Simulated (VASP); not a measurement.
Input of a VASP 6.6.1 run:

File POSCAR:

```
MnO
1.0
    3.3717000000      0.0000000000      0.0000000000
   -1.6858500000      2.9199778500      0.0000000000
    0.0000000000      0.0000000000      5.3855000000
Mn O
2 2
Direct
    0.3333333300      0.6666666700      0.0109600000
    0.6666666700      0.3333333300      0.5109600000
    0.3333333300      0.6666666700      0.3754700000
    0.6666666700      0.3333333300      0.8754700000
```

Contents of INCAR.step1:

```
  ALGO = Normal
  EDIFF = 1E-4
  ENCUT = 520
  GGA = PE
  ISMEAR = -1
  LASPH = True
  LCHARG = False
  LREAL = False
  LWAVE = True
  NBANDS = 27
  NELM = 80
  PREC = Accurate
  SIGMA = 0.05
```

Contents of INCAR.step2:

```
  ALGO = Normal
  EDIFF = 1E-6
  ENCUT = 520
  ISIF = 2
  ISMEAR = -1
  ISTART = 1
  LASPH = True
  LCHARG = False
  LMIXTAU = True
  LREAL = False
  LWAVE = False
  METAGGA = R2SCAN
  NBANDS = 27
  NELM = 80
  PREC = Accurate
  SIGMA = 0.05
```

The input KPOINTS:

```
k-points
0
Gamma
  9 9 5
```

Potentials or basis: VASP PAW PBE potentials, release 64 (Mn_pv, O).

Run with:

```console
$ cat potpaw_PBE.64/Mn_pv/POTCAR potpaw_PBE.64/O/POTCAR > POTCAR
$ cp INCAR.step1 INCAR
$ mpirun -np 1 vasp_std > vasp.out
$ cp INCAR.step2 INCAR
$ mpirun -np 1 vasp_std > vasp.out
```

Estimate the largest force.

0.496 eV/Å.

Predict the pressure.

-31.1 GPa.

Estimate the band gap on the k mesh.

zero (bands 19 and 20 overlap by 0.60 eV).

Forces on the atoms (eV/Å):
```
Mn   0.000  0.000 -0.496
Mn   0.000  0.000 -0.496
O    0.000  0.000  0.496
O    0.000  0.000  0.496
```

Caveat: the stress differs along the axes, from -34 to -25 GPa; the PAW data sets were made with another functional, which shifts forces and pressure a little; the run has no spin polarisation, though such a crystal can be magnetic; semilocal functionals often make such compounds metallic where correlation or magnetic order opens a gap, which also shifts bond lengths. Spin polarisation is off, so any magnetic state and its effect on volume and gap are missing.
